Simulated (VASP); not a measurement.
Wanted: the native input for a VASP 6.6.1 run.

| Item | Value |
| --- | --- |
| Task | single point |
| Functional | PBEsol |
| Potentials or basis | VASP PAW PBE potentials, release 64 (Cd) |
| Cutoff | 520 eV |
| k mesh | 15 × 15 × 15 |
| Occupations | fermi-dirac, width 0.1 eV |
| Spin | no spin polarisation |
| Dipole correction | no |
| Further INCAR settings | ALGO = Normal; EDIFF = 1e-07; NBANDS = 12 |

The structure of Cd lies in POSCAR:

```
Cd
1.0
   -1.3395444731      1.3395444731      1.3395444731
    1.3395444731     -1.3395444731      1.3395444731
    1.3395444731      1.3395444731     -1.3395444731
Cd
1
Direct
    0.0000000000      0.0000000000      0.0000000000
```

This cell differs from its parent crystal: volume scaled by 0.45.

These files were run (other wordings do the same):

INCAR

```
SYSTEM = Cd
PREC = Accurate
ENCUT = 520
EDIFF = 1E-7
ISMEAR = -1
SIGMA = 0.1
LREAL = .False.
LASPH = .True.
NELM = 80
ALGO = Normal
ISIF = 2
LWAVE = .False.
LCHARG = .True.
GGA = PS
LELF = .True.
LVHAR = .True.
NBANDS = 12
```

KPOINTS

```
regular mesh
0
Gamma
  15 15 15
  0 0 0
```

Potentials or basis: VASP PAW PBE potentials, release 64 (Cd).

Command:

```sh
$ cat potpaw_PBE.64/Cd/POTCAR > POTCAR
$ mpirun -np 1 vasp_std > vasp.out
```

Results of the run:

```
Pressure               : 415.7 GPa
Band gap on the k mesh : zero (band 6 reaches 16.77 eV, above the bottom of band 7 at 14.44 eV)
```

Caveat: the PAW data sets were made with another functional, which shifts forces and pressure a little.

Run time: 9.1 s on 1 thread of Intel Xeon 6975P-C (shared host), peak memory 0.13 GiB.
